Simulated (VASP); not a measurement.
# Ru in VASP: notebook, part 2 of 2

VASP 6.6.1. The steps go on from the part before.

### Step 3. Relaxation of the atoms, PBEsol

This run uses another cell than the first one: it holds 10 atoms, not 6.

File INCAR:

```
SYSTEM = Ru
PREC = Accurate ; ENCUT = 520
EDIFF = 1E-7 ; ISMEAR = 1
SIGMA = 0.1 ; LREAL = .FALSE.
LASPH = .TRUE. ; NELM = 80
ALGO = Normal ; ISIF = 2
LWAVE = .FALSE. ; LCHARG = .FALSE.
LDIPOL = .TRUE. ; IDIPOL = 3
DIPOL = 0.5 0.5 0.500 ; GGA = PS
IBRION = 2 ; NSW = 60
EDIFFG = -0.01 ; LUSENCCL = .FALSE.
```

File KPOINTS:

```
regular mesh
0
G
  20 20 1
  0 0 0
```

File POSCAR:

```
Ru
1.0
    2.6907711210      0.0000000000      0.0000000000
    1.3453855600      2.3302761460      0.0000000000
    0.0000000000      0.0000000000     35.1146560450
Ru
10
Direct
    0.6666666667      0.6666666667      0.2278250993
    0.0000000000      0.0000000000      0.2883084106
    0.6666666667      0.6666666667      0.3487917218
    0.0000000000      0.0000000000      0.4092750331
    0.6666666667      0.6666666667      0.4697583444
    0.0000000000      0.0000000000      0.5302416556
    0.6666666667      0.6666666667      0.5907249669
    0.0000000000      0.0000000000      0.6512082782
    0.6666666667      0.6666666667      0.7116915894
    0.0000000000      0.0000000000      0.7721749007
```

Potentials or basis: VASP PAW PBE potentials, release 64 (Ru_pv).

Launch:

```console
> cat potpaw_PBE.64/Ru_pv/POTCAR > POTCAR
> mpirun -np 1 vasp_std > vasp.out
```

OUTCAR:

```text
SYSTEM = Ru
   PREC = Accurate
   ENCUT = 520
   EDIFF = 1E-7
   ISMEAR = 1
   LREAL = .FALSE.
   LASPH = .TRUE.
   NELM = 80
   ISIF = 2
   GGA = PS
   IBRION = 2
   NSW = 60
   EDIFFG = -0.01

 ion  position               nearest neighbor table
   1  0.667  0.667  0.228-   2 2.63   2 2.63   2 2.63
   2  0.000  0.000  0.288-   3 2.63   3 2.63   3 2.63   1 2.63   1 2.63   1 2.63
   3  0.667  0.667  0.349-   2 2.63   2 2.63   2 2.63   4 2.63   4 2.63   4 2.63
   4  0.000  0.000  0.409-   5 2.63   3 2.63   5 2.63   3 2.63   5 2.63   3 2.63
   5  0.667  0.667  0.470-   6 2.63   6 2.63   6 2.63   4 2.63   4 2.63   4 2.63
   6  0.000  0.000  0.530-   5 2.63   5 2.63   5 2.63   7 2.63   7 2.63   7 2.63
   7  0.667  0.667  0.591-   6 2.63   8 2.63   6 2.63   8 2.63   6 2.63   8 2.63
   8  0.000  0.000  0.651-   9 2.63   9 2.63   9 2.63   7 2.63   7 2.63   7 2.63
   9  0.667  0.667  0.712-   8 2.63   8 2.63   8 2.63  10 2.63  10 2.63  10 2.63
  10  0.000  0.000  0.772-   9 2.63   9 2.63   9 2.63

  LATTYP: Found a hexagonal cell.
 ALAT       =     2.6907711203
 C/A-ratio  =    13.0500345349

  Lattice vectors:

 A1 = (  -1.3453855600,  -2.3302761460,   0.0000000000)
 A2 = (   2.6907711210,   0.0000000000,   0.0000000000)
 A3 = (   0.0000000000,   0.0000000000,  35.1146560450)

Analysis of symmetry for initial positions (statically):
[... 329 lines left out ...]

------------------------ aborting loop because EDIFF is reached ----------------------------------------
[... 83 lines left out ...]
--------------------------------------- Ionic step       14  -------------------------------------------

 number of electron     139.9999989 magnetization

 dipolmoment           0.000000      0.000000      0.000002 electrons x Angstroem

 Free energy of the ion-electron system (eV)
  ---------------------------------------------------
  ext. energy  EPLUGINS =         0.00000000
  ---------------------------------------------------
  free energy    TOTEN  =       -99.32315643 eV

  energy without entropy =      -99.32342337  energy(sigma->0) =      -99.32324541

 E-fermi :   5.9281     XC(G=0):  -9.2568

 val. band max:        5.9206475937   @ k =   0.3000   0.0500   0.0000
 cond. band min:       5.9299848607   @ k =   0.3000   0.1000   0.0000
 fundamental gap:      0.0093372670
 Fermi energy:         5.9281371371

 k-point     1 :       0.0000    0.0000    0.0000
  band No.  band energies     occupation
      1     -37.7946      2.00000
      2     -37.7557      2.00000
      3     -37.6642      2.00000
      4     -37.4415      2.00000
      5     -37.2366      2.00000
      6     -37.0227      2.00000
[... 2029 lines left out ...]
     81       7.1179     -0.00000
     82       7.5634     -0.00000

 [... further k-points ...]

 [bands above 82 left out]

------------------------ aborting loop because EDIFF is reached ----------------------------------------

 vacuum level on the upper side and lower side of the slab       (xc-potential included)        -0.007        -0.007

  FORCE on cell =-STRESS in cart. coord.  units (eV):
  Direction    XX          YY          ZZ          XY          YZ          ZX
  --------------------------------------------------------------------------------------
  -------------------------------------------------------------------------------------
  Total       -2.6724982     -2.6724982     -0.1835986      0.0000000     -0.0000000      0.0000000
  in kB      -19.4471262    -19.4471262     -1.3360031      0.0000000     -0.0000000      0.0000000
  external PRESSURE =     -13.4100852 kB  Pullay stress =       0.0000000 kB
[... 25 lines left out ...]
  FREE ENERGIE OF THE ION-ELECTRON SYSTEM (eV)
  ---------------------------------------------------
  free  energy   TOTEN  =       -99.3231564252 eV

  energy  without entropy=      -99.3234233701  energy(sigma->0) =      -99.32324541

 reached required accuracy - stopping structural energy minimisation

 vacuum level on the upper side and lower side of the slab        11.065        11.065
```

OSZICAR:

```text
N       E                     dE             d eps       ncg     rms          rms(c)
DAV:   1     0.177516351303E+04    0.17752E+04   -0.88028E+04  8104   0.173E+03
DAV:   2    -0.409002046653E+02   -0.18161E+04   -0.17624E+04  7828   0.546E+02
[... 199 lines left out ...]
DAV:   5    -0.993231633688E+02    0.39602E-04   -0.18755E-04  9324   0.116E-01    0.287E-02
DAV:   6    -0.993231715425E+02   -0.81737E-05   -0.88161E-05  9336   0.772E-02    0.336E-02
DAV:   7    -0.993231595537E+02    0.11989E-04   -0.50151E-05  9232   0.595E-02    0.149E-02
DAV:   8    -0.993231579829E+02    0.15708E-05   -0.16083E-05  9476   0.275E-02    0.107E-02
DAV:   9    -0.993231563613E+02    0.16216E-05   -0.49321E-06  9192   0.172E-02    0.146E-03
DAV:  10    -0.993231564252E+02   -0.63970E-07   -0.32882E-07  6136   0.297E-03
  14 F= -.99323156E+02 E0= -.99323245E+02  d E =-.528809E-04
```

It took 59 min on 1 × NVIDIA H100 80GB with 1 thread of AMD EPYC 7R13 (Zen 3), shared host; peak memory 1.7 GiB.

Results:

* Free energy: -99.3232 eV
* Energy gained by relaxing: 7.8 meV/atom
* Ionic steps: 14
* Largest force after relaxing: 0.007 eV/Å
* Band gap on the k mesh: zero (bands 70 and 71 overlap by 2.69 eV)

Forces in eV/Å, atoms in the order of the input:
```
Ru   0.000  0.000  0.002
Ru   0.000  0.000  0.001
Ru   0.000  0.000  0.003
Ru   0.000  0.000 -0.005
Ru   0.000  0.000 -0.007
Ru   0.000  0.000  0.007
Ru   0.000  0.000  0.005
Ru   0.000  0.000 -0.003
Ru   0.000  0.000 -0.001
Ru   0.000  0.000 -0.002
```

The path:
```tsv
step	energy change (eV)	largest force (eV/Å)	pressure (GPa)
1	0.0000	0.8588	-2.84
2	-0.0712	0.1746	-1.97
3	-0.0712	0.1736	-1.95
4	-0.0752	0.0657	-1.83
5	-0.0758	0.0659	-1.76
6	-0.0764	0.0272	-1.71
7	-0.0765	0.0309	-1.68
8	-0.0767	0.0237	-1.64
9	-0.0768	0.0509	-1.59
10	-0.0770	0.0423	-1.56
11	-0.0773	0.0156	-1.49
12	-0.0775	0.0392	-1.35
13	-0.0775	0.0259	-1.38
14	-0.0776	0.0072	-1.34
```

Final structure:
```xyz
10
Lattice="2.6908 0.0000 0.0000 1.3454 2.3303 0.0000 0.0000 0.0000 35.1147" Properties=species:S:1:pos:R:3 pbc="T T T"
Ru    2.6908    1.5535    8.0720
Ru    0.0000    0.0000   10.1132
Ru    2.6908    1.5535   12.2387
Ru    2.6908    0.0000   14.3770
Ru    2.6908    1.5535   16.5022
Ru    1.3454    2.3303   18.6125
Ru    2.6908    1.5535   20.7377
Ru    1.3454    2.3303   22.8760
Ru    2.6908    1.5535   25.0015
Ru    0.0000    0.0000   27.0427
```

Caveat: the PAW data sets were made with another functional, which shifts forces and pressure a little.
